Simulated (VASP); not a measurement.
# Lu2Al (Fm-3m) in VASP: notebook

Runs on Lu2Al. Level: PBE. Tasks: single point, relaxation of cell and atoms.

Everything below comes from runs of VASP 6.6.1. Logs are shortened: lines on timing, memory, paths and dates and some standing lists are left out, and cuts for length are marked.

## Step 1: The cell of the first run

Symmetry: Fm-3m, No. 225, cubic system. The conventional cell has a = 6.994 Å, b = 6.994 Å, c = 6.994 Å, α = 90.00°, β = 90.00°, γ = 90.00°. Lu (site symmetry -43m) has 4 Al at 3.03 Å and 6 Lu at 3.50 Å within 4.0 Å. Within 4.0 Å of Al (site symmetry m-3m) lie 8 Lu at 3.03 Å.

The cell was built from a structure type or drawn by symmetry, and may not be a known phase.

## Step 2: Single point, PBE

INCAR reads:

```
SYSTEM = Lu2Al
ALGO = Normal
EDIFF = 1E-6
ENCUT = 520
GGA = PE
ISIF = 2
ISMEAR = 0
LASPH = .True.
LCHARG = .False.
LREAL = .False.
LWAVE = .False.
NBANDS = 34
NELM = 100
PREC = Accurate
SIGMA = 0.1
```

KPOINTS reads:

```
k-points
0
Gamma
  12 12 12
  0 0 0
```

POSCAR reads:

```
Lu2Al
1.0
    0.0000000000      3.4972070517      3.4972070517
    3.4972070517      0.0000000000      3.4972070517
    3.4972070517      3.4972070517      0.0000000000
Lu Al
2 1
Direct
    0.2500000000      0.2500000000      0.2500000000
    0.7500000000      0.7500000000      0.7500000000
    0.0000000000      0.0000000000      0.0000000000
```

Potentials or basis: VASP PAW PBE potentials, release 64 (Lu, Al).

Command:

```bash
cat potpaw_PBE.64/Lu/POTCAR potpaw_PBE.64/Al/POTCAR > POTCAR
mpirun -np 1 vasp_std > vasp.out
```

OUTCAR:

```text
SYSTEM = Lu2Al
   EDIFF = 1E-6
   ENCUT = 520
   GGA = PE
   ISIF = 2
   ISMEAR = 0
   LASPH = .True.
   LREAL = .False.
   NELM = 100
   PREC = Accurate

 ion  position               nearest neighbor table
   1  0.250  0.250  0.250-   3 3.03   3 3.03   3 3.03   3 3.03   2 3.50   2 3.50   2 3.50   2 3.50
                             2 3.50   2 3.50
   2  0.750  0.750  0.750-   3 3.03   3 3.03   3 3.03   3 3.03   1 3.50   1 3.50   1 3.50   1 3.50
                             1 3.50   1 3.50
   3  0.000  0.000  0.000-   2 3.03   2 3.03   2 3.03   1 3.03   2 3.03   1 3.03   1 3.03   1 3.03

  LATTYP: Found a face centered cubic cell.
 ALAT       =     6.9944141034

  Lattice vectors:

 A1 = (   0.0000000000,   3.4972070517,   3.4972070517)
 A2 = (   3.4972070517,   0.0000000000,   3.4972070517)
 A3 = (   3.4972070517,   3.4972070517,   0.0000000000)

Analysis of symmetry for initial positions (statically):
=====================================================================
 Subroutine PRICEL returns:
 Original cell was already a primitive cell.

 Routine SETGRP: Setting up the symmetry group for a
 face centered cubic supercell.

 Subroutine GETGRP returns: Found 48 space group operations
 (whereof 48 operations were pure point group operations)
 out of a pool of 48 trial point group operations.

The static configuration has the point symmetry O_h .

Analysis of symmetry for dynamics (positions and initial velocities):
=====================================================================
 Subroutine PRICEL returns:
 Original cell was already a primitive cell.

 Routine SETGRP: Setting up the symmetry group for a
 face centered cubic supercell.

 Subroutine GETGRP returns: Found 48 space group operations
 (whereof 48 operations were pure point group operations)
 out of a pool of 48 trial point group operations.

The dynamic configuration has the point symmetry O_h .

 Subroutine INISYM returns: Found 48 space group operations
 (whereof 48 operations are pure point group operations),
 and found     1 'primitive' translations

----------------------------------------------------------------------------------------

                                     Primitive cell

  volume of cell :      85.5449

  direct lattice vectors                    reciprocal lattice vectors
     0.000000000  3.497207052  3.497207052    -0.142971232  0.142971232  0.142971232
     3.497207052  0.000000000  3.497207052     0.142971232 -0.142971232  0.142971232
     3.497207052  3.497207052  0.000000000     0.142971232  0.142971232 -0.142971232

  length of vectors
     4.945797643  4.945797643  4.945797643     0.247633437  0.247633437  0.247633437

  position of ions in fractional coordinates (direct lattice)
     0.250000000  0.250000000  0.250000000
     0.750000000  0.750000000  0.750000000
     0.000000000  0.000000000  0.000000000

  ion indices of the primitive-cell ions
   primitive index   ion index
                 1           1
                 2           2
                 3           3

----------------------------------------------------------------------------------------

 KPOINTS: k-points

Automatic generation of k-mesh.
 Grid dimensions read from file:
 generate k-points for:   12   12   12

 Generating k-lattice:

  Cartesian coordinates                     Fractional coordinates (reciprocal lattice)
    -0.011914269  0.011914269  0.011914269     0.083333333  0.000000000  0.000000000
     0.011914269 -0.011914269  0.011914269     0.000000000  0.083333333  0.000000000
     0.011914269  0.011914269 -0.011914269     0.000000000  0.000000000  0.083333333

  Length of vectors
     0.020636120  0.020636120  0.020636120

  Shift w.r.t. Gamma in fractional coordinates (k-lattice)
     0.000000000  0.000000000  0.000000000

 Subroutine IBZKPT returns following result:
 ===========================================

 Found     72 irreducible k-points:

 Following reciprocal coordinates:
            Coordinates               Weight
  0.000000  0.000000  0.000000      1.000000
  0.083333  0.000000  0.000000      8.000000
  0.166667  0.000000  0.000000      8.000000
  0.250000  0.000000  0.000000      8.000000
  0.333333  0.000000  0.000000      8.000000
  0.416667  0.000000  0.000000      8.000000
[... 16 lines left out ...]
  0.500000  0.166667  0.000000     24.000000
 -0.416667  0.166667  0.000000     24.000000
 [... further k-points ...]
   k-points           NKPTS =     72   k-points in BZ     NKDIM =     72   number of bands    NBANDS=     34
   number of dos      NEDOS =    301   number of ions     NIONS =      3
   total plane-waves  NPLWV =  64000
   dimension x,y,z NGX =    40 NGY =   40 NGZ =   40
   dimension x,y,z NGXF=    80 NGYF=   80 NGZF=   80
   ions per type =               2   1
   NGX,Y,Z   is equivalent  to a cutoff of  13.45, 13.45, 13.45 a.u.
   NGXF,Y,Z  is equivalent  to a cutoff of  26.89, 26.89, 26.89 a.u.
 SYSTEM =  Lu2Al
   PREC   = accura    normal or accurate (medium, high low for compatibility)
   ISTART =      0    job   : 0-new  1-cont  2-samecut
   ICHARG =      2    charge: 1-file 2-atom 10-const
   ISPIN  =      1    spin polarized calculation?
   LNONCOLLINEAR =      F non collinear calculations
   LSORBIT =      F    spin-orbit coupling
   LASPH  =      T    aspherical Exc in radial PAW
   ENCUT  =  520.0 eV  38.22 Ry    6.18 a.u.   9.20  9.20  9.20*2*pi/ulx,y,z
   NELM   =    100;   NELMIN=  2; NELMDL= -5     # of ELM steps
   EDIFF  = 0.1E-05   stopping-criterion for ELM
   LREAL  =      F    real-space projection
   EDIFFG = 0.1E-04   stopping-criterion for IOM
   NSW    =      0    number of steps for IOM
   IBRION =     -1    ionic relax: 0-MD 1-quasi-New 2-CG
   NFREE  =      0    steps in history (QN), initial steepest desc. (CG)
   ISIF   =      2    stress and relaxation
   ISYM   =      2    0-nonsym 1-usesym 2-fastsym
   POTIM  = 0.5000    time-step for ionic-motion
   TEBEG  =    0.0;   TEEND  =   0.0 temperature during run
   PSTRESS=    0.0 pullay stress
   NELECT =      53.0000    total number of electrons
   NUPDOWN=      -1.0000    fix difference up-down
   EMIN   =  10.00;   EMAX   =-10.00  energy-range for DOS
   EFERMI =   0.00;   METHOD = LEGACY
   ISMEAR =     0;   SIGMA  =   0.10  broadening in eV -4-tet -1-fermi 0-gaus
   EFERMI_NEDOS =   21; number of points for ismear=-14 and -15
   IALGO  =     38    algorithm
   IMIX   =      4    mixing-type and parameters
     AMIX     =   0.40;   BMIX     =  1.00
     AMIX_MAG =   1.60;   BMIX_MAG =  1.00
  volume/ion in A,a.u.               =      28.51       192.43
  Fermi-wavevector in a.u.,A,eV,Ry     =   1.395625  2.637349 26.501012  1.947769
  Thomas-Fermi vector in A             =   2.519059
   LORBIT       =      0    0 simple, 1 ext, 2 COOP (PROOUT), +10 PAW based schemes
   GGA     = PE    functional components
   LHFCALC =     F    Hartree Fock is set to
   AEXX    =    0.0000 exact exchange contribution
   IVDW    =     0    specifies the selected vdW correction
   LEPSILON=     F    determine dielectric tensor
   LRPA    =     F    only Hartree local field effects (RPA)
 non-spin polarized calculation
 Gauss-broadening in eV      SIGMA  =   0.10
  energy-cutoff  :      520.00
  volume of cell :       85.54
 maximum number of plane-waves:      2332
 NGX is ok and might be reduce to    40
   NGX = 19   NGY = 19   NGZ = 19

 number of electron      53.0000002 magnetization

 Free energy of the ion-electron system (eV)
  ---------------------------------------------------
  ext. energy  EPLUGINS =         0.00000000
  ---------------------------------------------------
  free energy    TOTEN  =       -12.78946546 eV

  energy without entropy =      -12.76704648  energy(sigma->0) =      -12.77825597

 E-fermi :   2.4796     XC(G=0):  -9.8574

 val. band max:        2.4735559451   @ k =  -0.0833   0.0833   0.0000
 cond. band min:       2.4857046190   @ k =   0.1667   0.1667   0.0000
 fundamental gap:      0.0121486739
 Fermi energy:         2.4796083651

 k-point     1 :       0.0000    0.0000    0.0000
  band No.  band energies     occupation
      1     -54.0663      2.00000
      2     -54.0420      2.00000
      3     -24.7900      2.00000
      4     -24.7900      2.00000
      5     -24.7900      2.00000
      6     -24.6116      2.00000
[... 26 lines left out ...]
     33       7.7141      0.00000
     34       7.7141      0.00000

 k-point     2 :       0.0833    0.0000    0.0000
  band No.  band energies     occupation
      1     -54.0659      2.00000
      2     -54.0424      2.00000
      3     -24.7876      2.00000
      4     -24.7871      2.00000
      5     -24.7871      2.00000
      6     -24.6155      2.00000
[... 26 lines left out ...]
     33       7.2958      0.00000
     34       7.4792      0.00000

 k-point     3 :       0.1667    0.0000    0.0000
  band No.  band energies     occupation
      1     -54.0646      2.00000
      2     -54.0436      2.00000
      3     -24.7804      2.00000
      4     -24.7787      2.00000
      5     -24.7787      2.00000
      6     -24.6264      2.00000
[... 26 lines left out ...]
     33       6.4989      0.00000
     34       6.9967      0.00000

 k-point     4 :       0.2500    0.0000    0.0000
  band No.  band energies     occupation
      1     -54.0627      2.00000
      2     -54.0455      2.00000
      3     -24.7687      2.00000
      4     -24.7651      2.00000
      5     -24.7651      2.00000
      6     -24.6434      2.00000
[... 26 lines left out ...]
     33       6.4256      0.00000
     34       6.4266      0.00000

 k-point     5 :       0.3333    0.0000    0.0000
  band No.  band energies     occupation
      1     -54.0601      2.00000
      2     -54.0480      2.00000
      3     -24.7528      2.00000
      4     -24.7473      2.00000
      5     -24.7473      2.00000
      6     -24.6645      2.00000
[... 621 lines left out ...]
 k-point    22 :       0.4167    0.1667    0.0000
  band No.  band energies     occupation
      1     -54.0587      2.00000
      2     -54.0494      2.00000
      3     -24.7806      2.00000
      4     -24.7778      2.00000
      5     -24.7536      2.00000
      6     -24.6602      2.00000
[... 26 lines left out ...]
     33       5.7353      0.00000
     34       6.4624      0.00000

 k-point    23 :       0.5000    0.1667    0.0000
  band No.  band energies     occupation
      1     -54.0561      2.00000
      2     -54.0520      2.00000
      3     -24.7761      2.00000
      4     -24.7640      2.00000
      5     -24.7601      2.00000
      6     -24.6508      2.00000
[... 26 lines left out ...]
     33       5.5049      0.00000
     34       5.9764      0.00000

 k-point    24 :      -0.4167    0.1667    0.0000
  band No.  band energies     occupation
      1     -54.0548      2.00000
      2     -54.0533      2.00000
      3     -24.7927      2.00000
      4     -24.7435      2.00000
      5     -24.7382      2.00000
      6     -24.6735      2.00000
[... 26 lines left out ...]
     33       5.6204      0.00000
     34       5.6339      0.00000

 [... further k-points ...]

------------------------ aborting loop because EDIFF is reached ----------------------------------------

  FORCE on cell =-STRESS in cart. coord.  units (eV):
  Direction    XX          YY          ZZ          XY          YZ          ZX
  --------------------------------------------------------------------------------------
  -------------------------------------------------------------------------------------
  Total        0.0385571      0.0385571      0.0385571      0.0000000      0.0000000      0.0000000
  in kB        0.7221399      0.7221399      0.7221399      0.0000000      0.0000000      0.0000000
  external PRESSURE =       0.7221399 kB  Pullay stress =       0.0000000 kB

 VOLUME and BASIS-vectors are now :
 -----------------------------------------------------------------------------
  energy-cutoff  :      520.00
  volume of cell :       85.54
      direct lattice vectors                 reciprocal lattice vectors
     0.000000000  3.497207052  3.497207052    -0.142971232  0.142971232  0.142971232
     3.497207052  0.000000000  3.497207052     0.142971232 -0.142971232  0.142971232
     3.497207052  3.497207052  0.000000000     0.142971232  0.142971232 -0.142971232

 POSITION                                       TOTAL-FORCE (eV/Angst)
 -----------------------------------------------------------------------------------
      1.74860      1.74860      1.74860        -0.000000     -0.000000     -0.000000
      5.24581      5.24581      5.24581         0.000000      0.000000      0.000000
      0.00000      0.00000      0.00000         0.000000     -0.000000     -0.000000
 -----------------------------------------------------------------------------------
    total drift:                                0.000000     -0.000000      0.000000

  FREE ENERGIE OF THE ION-ELECTRON SYSTEM (eV)
  ---------------------------------------------------
  free  energy   TOTEN  =       -12.7894654558 eV

  energy  without entropy=      -12.7670464800  energy(sigma->0) =      -12.77825597
```

Wall time 3.1 min (1 thread of AMD EPYC 9R45 (Zen 5), shared host); peak memory 0.33 GiB.

Results:

| Item | Value |
| --- | --- |
| Free energy | -12.7895 eV |
| Pressure | 0.1 GPa |
| Band gap on the k mesh | zero (an odd number of electrons rules out a gap without spin polarisation) |

Levels at points of the mesh, in eV from the Fermi level:
```
           k point  band 22  band 23  band 24  band 25  band 26  band 27  band 28  band 29  band 30  band 31
(0.00, 0.00, 0.00)    -5.20    -5.20    -1.35    -1.35    -1.35    -0.12    -0.12     2.70     4.13     4.13
(0.50, 0.00, 0.00)    -5.21    -5.04    -3.17    -0.64    -0.64     0.93     0.93     1.12     1.87     2.41
(0.50, 0.50, 0.00)    -5.19    -4.54    -3.59    -0.84    -0.58    -0.11    -0.11     0.73     2.86     2.86
```

Caveat: spin-orbit coupling is left out, which moves the levels of the heavy elements.

## Step 3: Relaxation of cell and atoms, PBE

This run uses another cell than the first one, of 28.44 Å³/atom.

INCAR reads:

```
PREC = Accurate
ENCUT = 600
EDIFF = 1E-6
ISMEAR = 0
SIGMA = 0.1
LREAL = F
LASPH = T
NELM = 100
ALGO = Normal
ISIF = 3
LWAVE = F
LCHARG = F
GGA = PE
IBRION = 2
NSW = 100
EDIFFG = -0.01
```

KPOINTS reads:

```
regular mesh
0
Gamma
  12 12 12
```

POSCAR reads:

```
Lu2Al
1.0
    0.0000000000      3.4941240069      3.4941240069
    3.4941240069      0.0000000000      3.4941240069
    3.4941240069      3.4941240069      0.0000000000
Lu Al
2 1
Direct
    0.2500000000      0.2500000000      0.2500000000
    0.7500000000      0.7500000000      0.7500000000
    0.0000000000      0.0000000000      0.0000000000
```

Potentials or basis: VASP PAW PBE potentials, release 64 (Lu, Al).

Command:

```bash
cat potpaw_PBE.64/Lu/POTCAR potpaw_PBE.64/Al/POTCAR > POTCAR
mpirun -np 1 vasp_std > vasp.out
```

Wall time 5.3 min (1 thread of AMD EPYC 9R45 (Zen 5), shared host); peak memory 0.37 GiB.

Results (log left out):

```yaml
Free_energy: -12.7900 eV
Relaxed_volume: 28.61 Å³/atom
Relaxed_cell: a = 4.952 Å, b = 4.952 Å, c = 4.952 Å, α = 60.00°, β = 60.00°, γ = 60.00°
Space_group_after_relaxing_to_0.1_Å: Fm-3m (No. 225)
Energy_gained_by_relaxing: 0.1 meV/atom
Ionic_steps: 2
Pressure_after_relaxing: -0.1 GPa
Band_gap_on_the_k_mesh: zero (an odd number of electrons rules out a gap without spin polarisation)
```

Step by step:
```csv
step,energy change (eV),largest force (eV/Å),pressure (GPa),volume (Å³)
1,0.0000,0.0000,0.24,85.32
2,-0.0003,0.0000,-0.05,85.84
```

Final structure:
```
CELL_PARAMETERS angstrom
0.00000 3.50127 3.50127
3.50127 0.00000 3.50127
3.50127 3.50127 0.00000
ATOMIC_POSITIONS crystal
Lu 0.25000 0.25000 0.25000
Lu 0.75000 0.75000 0.75000
Al 0.00000 0.00000 0.00000
```

Levels at points of the mesh, in eV from the Fermi level:
| k point | band 23 | band 24 | band 25 | band 26 | band 27 | band 28 | band 29 | band 30 |
| --- | --- | --- | --- | --- | --- | --- | --- | --- |
| (0.00, 0.00, 0.00) | -5.21 | -1.35 | -1.35 | -1.35 | -0.11 | -0.11 | 2.69 | 4.11 |
| (0.50, 0.00, 0.00) | -5.04 | -3.17 | -0.65 | -0.65 | 0.93 | 0.93 | 1.11 | 1.86 |
| (0.50, 0.50, 0.00) | -4.54 | -3.59 | -0.84 | -0.58 | -0.11 | -0.11 | 0.73 | 2.85 |

Caveat: spin-orbit coupling is left out, which moves the levels of the heavy elements.

## Step 4: Single point, PBE

This run uses another cell than the first one, of 23.42 Å³/atom.

INCAR reads:

```
SYSTEM = Lu2Al
ALGO     = Normal         ! electronic algorithm
EDIFF    = 1E-6           ! SCF threshold, eV
ENCUT    = 520            ! plane-wave cutoff, eV
GGA      = PE             ! functional
ISIF     = 2              ! what is computed and relaxed
ISMEAR   = 0              ! smearing method
LASPH    = .TRUE.         ! aspherical terms in the spheres
LCHARG   = .FALSE.        ! write CHGCAR
LREAL    = .FALSE.        ! projectors in reciprocal space
LWAVE    = .FALSE.        ! write WAVECAR
NBANDS   = 34             ! bands
NELM     = 100            ! most SCF steps
PREC     = Accurate       ! precision mode
SIGMA    = 0.1            ! smearing width, eV
```

KPOINTS reads:

```
k-points
0
G
  4 4 4
  0 0 0
```

POSCAR reads:

```
Lu2Al
1.0
    0.0000000000      3.2753109100      3.2753109100
    3.2753109100      0.0000000000      3.2753109100
    3.2753109100      3.2753109100      0.0000000000
Lu Al
2 1
Direct
    0.2500000000      0.2500000000      0.2500000000
    0.7500000000      0.7500000000      0.7500000000
    0.0000000000      0.0000000000      0.0000000000
```

Command:

```bash
cat potpaw_PBE.64/Lu/POTCAR potpaw_PBE.64/Al/POTCAR > POTCAR
mpirun -np 1 vasp_std > vasp.out
```

Wall time 24 s (1 thread of AMD EPYC 9R45 (Zen 5), shared host); peak memory 0.18 GiB.

It converged, with:

```yaml
Free_energy: -12.2084 eV
Pressure: 14.0 GPa
Band_gap_on_the_k_mesh: zero (an odd number of electrons rules out a gap without spin polarisation)
```

Levels at points of the mesh, in eV from the Fermi level:
```tsv
k point	band 22	band 23	band 24	band 25	band 26	band 27	band 28	band 29	band 30	band 31
(0.00, 0.00, 0.00)	-4.64	-4.64	-1.65	-1.65	-1.65	-0.29	-0.29	3.68	5.21	5.21
(0.50, 0.00, 0.00)	-4.67	-4.60	-3.18	-0.59	-0.59	1.13	1.13	1.73	2.22	2.82
(0.50, 0.50, 0.00)	-4.63	-4.49	-3.74	-0.94	-0.40	0.30	0.30	0.78	3.41	3.41
```

Caveat: the k points lie up to 0.42 Å⁻¹ apart, too coarse for converged energies and pressures of a metal; spin-orbit coupling is left out, which moves the levels of the heavy elements.

## Step 5: The runs side by side

| task | cell | k mesh | cutoff (eV) | gap on the mesh (eV) | pressure (GPa) |
| --- | --- | --- | --- | --- | --- |
| single point | a = 4.946 Å, angles 60.0°, 3 atoms | 12 × 12 × 12 | 520 | none | 0.1 |
| relaxation of cell and atoms | relaxed from a = 4.941 Å, angles 60.0°, 3 atoms | 12 × 12 × 12 | 600 | none | -0.1 |
| single point | a = 4.632 Å, angles 60.0°, 3 atoms | 4 × 4 × 4 | 520 | none | 14.0 |

Alike in all rows: level PBE; potentials or basis VASP PAW PBE potentials, release 64 (Lu, Al); no spin polarisation; smearing gaussian 0.1 eV.

Caveats: some runs use coarse meshes; spin-orbit coupling is left out, which moves the levels of the heavy elements.

Total energies depend on the potentials used, so only differences within one code and one set of settings carry meaning.
